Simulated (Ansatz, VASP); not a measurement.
LiF: VASP beside Ansatz

```
Li F
1.0
     3.04641    0.00000    0.00000
    -1.52321    2.63827    0.00000
     0.00000    0.00000    4.60923
Li F
2 2
Direct
  0.33333 0.66667 0.36526
  0.66667 0.33333 0.86526
  0.33333 0.66667 0.99102
  0.66667 0.33333 0.49102
```

Alike in both runs: task single point; functional LDA; k mesh 9 × 9 × 6; occupations gaussian, width 0.05 eV; no spin polarisation.

```csv
,VASP,Ansatz
version,VASP 6.6.1,Ansatz 0.2.0
potentials or method,"VASP PAW LDA potentials, release 64 (Li_sv, F), cutoff 520 eV","scalar-relativistic, plane waves, PAW"
valence electrons in the cell,20,20
```

Ansatz gave:

```
gap on the k mesh at the Fermi level (eV) : 7.91
least direct gap on the mesh (eV)         : 7.91
rms of the force components (eV/Å)        : 0.302
```

**Question.** What did VASP give for the same quantities?

**Answer.** gap on the k mesh at the Fermi level (eV): 7.89; least direct gap on the mesh (eV): 7.89; rms of the force components (eV/Å): 0.308.

LDA's correlation is that of Perdew and Zunger in VASP and of Perdew and Wang (1992) in Ansatz. Atom by atom the forces differ by 0.005 eV/Å (rms over components).

Noted on VASP's run: the cutoff is short for stress, so the pressure is rough.
